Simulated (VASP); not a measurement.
# ScAl3 (Pm-3m) in VASP: electric field gradients with PBE

Aim: the electric field gradients of ScAl3 with PBE.

All numbers are computed with VASP 6.6.1; they aren't measurements. Logs are shortened: lines on timing, memory, paths and dates and some standing lists are left out, and cuts for length are marked.

## Step 1: The cell of the first run

The structure is cubic, space group Pm-3m (No. 221). The conventional cell has a = 4.088 Å, b = 4.088 Å, c = 4.088 Å, α = 90.00°, β = 90.00°, γ = 90.00°. Within 3.8 Å of Sc (site symmetry m-3m) lie 12 Al at 2.89 Å. Al (site symmetry 4/mmm) has 4 Sc at 2.89 Å and 8 Al at 2.89 Å within 3.8 Å.

## Step 2: Electric field gradients, PBE

Input file INCAR:

```
SYSTEM = ScAl3
PREC = Accurate
ENCUT = 520
EDIFF = 1E-8
ISMEAR = -1
SIGMA = 0.05
LREAL = .False.
LASPH = .True.
NELM = 100
ALGO = Normal
ISIF = 2
LWAVE = .False.
LCHARG = .False.
GGA = PE
LEFG = .True.
NBANDS = 18
```

Input file KPOINTS:

```
Automatic mesh
0
Gamma
  8 8 8
  0 0 0
```

Input file POSCAR:

```
ScAl3
1.0
    4.0878065700      0.0000000000      0.0000000000
    0.0000000000      4.0878065700      0.0000000000
    0.0000000000      0.0000000000      4.0878065700
Sc Al
1 3
Direct
    0.0000000000      0.0000000000      0.0000000000
    0.5000000000      0.0000000000      0.5000000000
    0.0000000000      0.5000000000      0.5000000000
    0.5000000000      0.5000000000      0.0000000000
```

Potentials or basis: VASP PAW PBE potentials, release 64 (Sc_sv, Al).

Command:

```
$ cat potpaw_PBE.64/Sc_sv/POTCAR potpaw_PBE.64/Al/POTCAR > POTCAR
$ mpirun -np 1 vasp_std > vasp.out
```

OUTCAR:

```text
SYSTEM = ScAl3
   PREC = Accurate
   ENCUT = 520
   EDIFF = 1E-8
   ISMEAR = -1
   LREAL = .False.
   LASPH = .True.
   NELM = 100
   ISIF = 2
   GGA = PE

 ion  position               nearest neighbor table
   1  0.000  0.000  0.000-   2 2.89   3 2.89   4 2.89   2 2.89   3 2.89   3 2.89   4 2.89   3 2.89
                             2 2.89   4 2.89   2 2.89   4 2.89
   2  0.500  0.000  0.500-   1 2.89   3 2.89   4 2.89   1 2.89   4 2.89   3 2.89   4 2.89   4 2.89
                             1 2.89   3 2.89   1 2.89   3 2.89
   3  0.000  0.500  0.500-   1 2.89   2 2.89   4 2.89   1 2.89   4 2.89   1 2.89   2 2.89   1 2.89
                             2 2.89   4 2.89   4 2.89   2 2.89
   4  0.500  0.500  0.000-   1 2.89   2 2.89   3 2.89   2 2.89   3 2.89   1 2.89   2 2.89   2 2.89
                             1 2.89   3 2.89   3 2.89   1 2.89

  LATTYP: Found a simple cubic cell.
 ALAT       =     4.0878065700

  Lattice vectors:

 A1 = (   4.0878065700,   0.0000000000,   0.0000000000)
 A2 = (   0.0000000000,   4.0878065700,   0.0000000000)
 A3 = (   0.0000000000,   0.0000000000,   4.0878065700)

Analysis of symmetry for initial positions (statically):
=====================================================================
 Subroutine PRICEL returns:
 Original cell was already a primitive cell.

 Routine SETGRP: Setting up the symmetry group for a
 simple cubic supercell.

 Subroutine GETGRP returns: Found 48 space group operations
 (whereof 48 operations were pure point group operations)
 out of a pool of 48 trial point group operations.

The static configuration has the point symmetry O_h .

Analysis of symmetry for dynamics (positions and initial velocities):
=====================================================================
 Subroutine PRICEL returns:
 Original cell was already a primitive cell.

 Routine SETGRP: Setting up the symmetry group for a
 simple cubic supercell.

 Subroutine GETGRP returns: Found 48 space group operations
 (whereof 48 operations were pure point group operations)
 out of a pool of 48 trial point group operations.

The dynamic configuration has the point symmetry O_h .

 Subroutine INISYM returns: Found 48 space group operations
 (whereof 48 operations are pure point group operations),
 and found     1 'primitive' translations

----------------------------------------------------------------------------------------

                                     Primitive cell

  volume of cell :      68.3079

  direct lattice vectors                    reciprocal lattice vectors
     4.087806570  0.000000000  0.000000000     0.244629970  0.000000000  0.000000000
     0.000000000  4.087806570  0.000000000     0.000000000  0.244629970  0.000000000
     0.000000000  0.000000000  4.087806570     0.000000000  0.000000000  0.244629970

  length of vectors
     4.087806570  4.087806570  4.087806570     0.244629970  0.244629970  0.244629970

  position of ions in fractional coordinates (direct lattice)
     0.000000000  0.000000000  0.000000000
     0.500000000  0.000000000  0.500000000
     0.000000000  0.500000000  0.500000000
     0.500000000  0.500000000  0.000000000

  ion indices of the primitive-cell ions
   primitive index   ion index
                 1           1
                 2           2
                 3           3
                 4           4

----------------------------------------------------------------------------------------

 KPOINTS: Automatic mesh

Automatic generation of k-mesh.
 Grid dimensions read from file:
 generate k-points for:    8    8    8

 Generating k-lattice:

[... 44 lines left out ...]
   number of dos      NEDOS =    301   number of ions     NIONS =      4
   total plane-waves  NPLWV =  27000
   dimension x,y,z NGX =    30 NGY =   30 NGZ =   30
   dimension x,y,z NGXF=    60 NGYF=   60 NGZF=   60
   ions per type =               1   3
   NGX,Y,Z   is equivalent  to a cutoff of  12.20, 12.20, 12.20 a.u.
   NGXF,Y,Z  is equivalent  to a cutoff of  24.40, 24.40, 24.40 a.u.
 SYSTEM =  ScAl3
   PREC   = accura    normal or accurate (medium, high low for compatibility)
   ISTART =      0    job   : 0-new  1-cont  2-samecut
   ICHARG =      2    charge: 1-file 2-atom 10-const
   ISPIN  =      1    spin polarized calculation?
   LNONCOLLINEAR =      F non collinear calculations
   LSORBIT =      F    spin-orbit coupling
   LASPH  =      T    aspherical Exc in radial PAW
   ENCUT  =  520.0 eV  38.22 Ry    6.18 a.u.   7.60  7.60  7.60*2*pi/ulx,y,z
   NELM   =    100;   NELMIN=  2; NELMDL= -5     # of ELM steps
   EDIFF  = 0.1E-07   stopping-criterion for ELM
   LREAL  =      F    real-space projection
   EDIFFG = 0.1E-06   stopping-criterion for IOM
   NSW    =      0    number of steps for IOM
   IBRION =     -1    ionic relax: 0-MD 1-quasi-New 2-CG
   NFREE  =      0    steps in history (QN), initial steepest desc. (CG)
   ISIF   =      2    stress and relaxation
   ISYM   =      2    0-nonsym 1-usesym 2-fastsym
   POTIM  = 0.5000    time-step for ionic-motion
   TEBEG  =    0.0;   TEEND  =   0.0 temperature during run
   PSTRESS=    0.0 pullay stress
   NELECT =      20.0000    total number of electrons
   NUPDOWN=      -1.0000    fix difference up-down
   EMIN   =  10.00;   EMAX   =-10.00  energy-range for DOS
   EFERMI =   0.00;   METHOD = LEGACY
   ISMEAR =    -1;   SIGMA  =   0.05  broadening in eV -4-tet -1-fermi 0-gaus
   EFERMI_NEDOS =   21; number of points for ismear=-14 and -15
   IALGO  =     38    algorithm
   IMIX   =      4    mixing-type and parameters
     AMIX     =   0.40;   BMIX     =  1.00
     AMIX_MAG =   1.60;   BMIX_MAG =  1.00
  volume/ion in A,a.u.               =      17.08       115.24
  Fermi-wavevector in a.u.,A,eV,Ry     =   1.087079  2.054282 16.078563  1.181741
  Thomas-Fermi vector in A             =   2.223230
   LORBIT       =      0    0 simple, 1 ext, 2 COOP (PROOUT), +10 PAW based schemes
   GGA     = PE    functional components
   LHFCALC =     F    Hartree Fock is set to
   AEXX    =    0.0000 exact exchange contribution
   IVDW    =     0    specifies the selected vdW correction
   LEPSILON=     F    determine dielectric tensor
   LRPA    =     F    only Hartree local field effects (RPA)
 non-spin polarized calculation
  energy-cutoff  :      520.00
  volume of cell :       68.31
 maximum number of plane-waves:      1856
   NGX = 15   NGY = 15   NGZ = 15

 number of electron      19.9999996 magnetization

 Free energy of the ion-electron system (eV)
  ---------------------------------------------------
  ext. energy  EPLUGINS =         0.00000000
  ---------------------------------------------------
  free energy    TOTEN  =       -19.30060934 eV

  energy without entropy =      -19.28849089  energy(sigma->0) =      -19.29455011

 E-fermi :   7.3029     XC(G=0): -10.4165

 val. band max:        7.3019085184   @ k =   0.5000   0.2500   0.2500
 cond. band min:       7.3483560796   @ k =   0.2500   0.2500   0.0000
 fundamental gap:      0.0464475612
 Fermi energy:         7.3029254747

 k-point     1 :       0.0000    0.0000    0.0000
  band No.  band energies     occupation
      1     -41.6942      2.00000
      2     -20.3975      2.00000
      3     -20.3975      2.00000
      4     -20.3975      2.00000
      5      -2.7587      2.00000
      6       4.6552      2.00000
[... 481 lines left out ...]
      5       0.2143      2.00000
      6       1.2578      2.00000
[... 10 lines left out ...]
     17      11.9834      0.00000
     18      12.9762      0.00000

 [... further k-points ...]

------------------------ aborting loop because EDIFF is reached ----------------------------------------

  FORCE on cell =-STRESS in cart. coord.  units (eV):
  Direction    XX          YY          ZZ          XY          YZ          ZX
  --------------------------------------------------------------------------------------
  -------------------------------------------------------------------------------------
  Total        0.5237937      0.5237937      0.5237937      0.0000000      0.0000000     -0.0000000
  in kB       12.2856973     12.2856973     12.2856973      0.0000000      0.0000000     -0.0000000
  external PRESSURE =      12.2856973 kB  Pullay stress =       0.0000000 kB

 VOLUME and BASIS-vectors are now :
 -----------------------------------------------------------------------------
  energy-cutoff  :      520.00
  volume of cell :       68.31
      direct lattice vectors                 reciprocal lattice vectors
     4.087806570  0.000000000  0.000000000     0.244629970  0.000000000  0.000000000
     0.000000000  4.087806570  0.000000000     0.000000000  0.244629970  0.000000000
     0.000000000  0.000000000  4.087806570     0.000000000  0.000000000  0.244629970

 POSITION                                       TOTAL-FORCE (eV/Angst)
 -----------------------------------------------------------------------------------
      0.00000      0.00000      0.00000         0.000000      0.000000      0.000000
      2.04390      0.00000      2.04390         0.000000      0.000000      0.000000
      0.00000      2.04390      2.04390         0.000000      0.000000      0.000000
      2.04390      2.04390      0.00000         0.000000      0.000000      0.000000
 -----------------------------------------------------------------------------------
    total drift:                                0.000000     -0.000000      0.000000

  FREE ENERGIE OF THE ION-ELECTRON SYSTEM (eV)
  ---------------------------------------------------
  free  energy   TOTEN  =       -19.3006093402 eV

  energy  without entropy=      -19.2884908878  energy(sigma->0) =      -19.29455011

 Electric field gradients (V/A^2)
---------------------------------------------------------------------
 ion       V_xx      V_yy      V_zz      V_xy      V_xz      V_yz
---------------------------------------------------------------------
   1       0.000     0.000     0.000     0.000     0.000     0.000
   2     -10.097    20.193   -10.097    -0.000    -0.000    -0.000
   3      20.193   -10.097   -10.097    -0.000    -0.000    -0.000
   4     -10.097   -10.097    20.193     0.000     0.000    -0.000
---------------------------------------------------------------------

 Electric field gradients after diagonalization (V/A^2)
 (convention: |V_zz| > |V_xx| > |V_yy|)
----------------------------------------------------------------------
 ion       V_xx      V_yy      V_zz     asymmetry (V_yy - V_xx)/ V_zz
----------------------------------------------------------------------
   1       0.000     0.000     0.000      -0.048
   2     -10.097   -10.097    20.193       0.000
   3     -10.097   -10.097    20.193       0.000
   4     -10.097   -10.097    20.193       0.000
----------------------------------------------------------------------

           NMR quadrupolar parameters

 Cq : quadrupolar parameter    Cq=e*Q*V_zz/h
 eta: asymmetry parameters     (V_yy - V_xx)/ V_zz
 Q  : nuclear electric quadrupole moment in mb (millibarn)
----------------------------------------------------------------------
 ion       Cq(MHz)       eta       Q (mb)
----------------------------------------------------------------------
   1       0.000      -0.048       1.000
   2       0.049       0.000       1.000
   3       0.049       0.000       1.000
   4       0.049       0.000       1.000
----------------------------------------------------------------------
```

Wall time 36 s (1 thread of Intel Xeon Platinum 8488C (Sapphire Rapids), shared host); peak memory 0.18 GiB.

What came out:

* Free energy: -19.3006 eV
* Pressure: 1.2 GPa
* Band gap on the k mesh: zero (bands 10 and 11 overlap by 3.82 eV)
* Largest electric field gradient by atom: Sc +0.0; Al +20.2 V/Å²

Electric field gradients, principal values (V/Å²):
```csv
atom,least,middle,greatest (by size)
1 Sc,0.000,0.000,0.000
2 Al,-10.097,-10.097,20.193
3 Al,-10.097,-10.097,20.193
4 Al,-10.097,-10.097,20.193
```

Caveat: without QUAD_EFG the Cq values of the log hold for a quadrupole moment of 1 mb, not for the nuclei.

The gap in the log of VASP goes by the Fermi energy; the results here count the filled bands.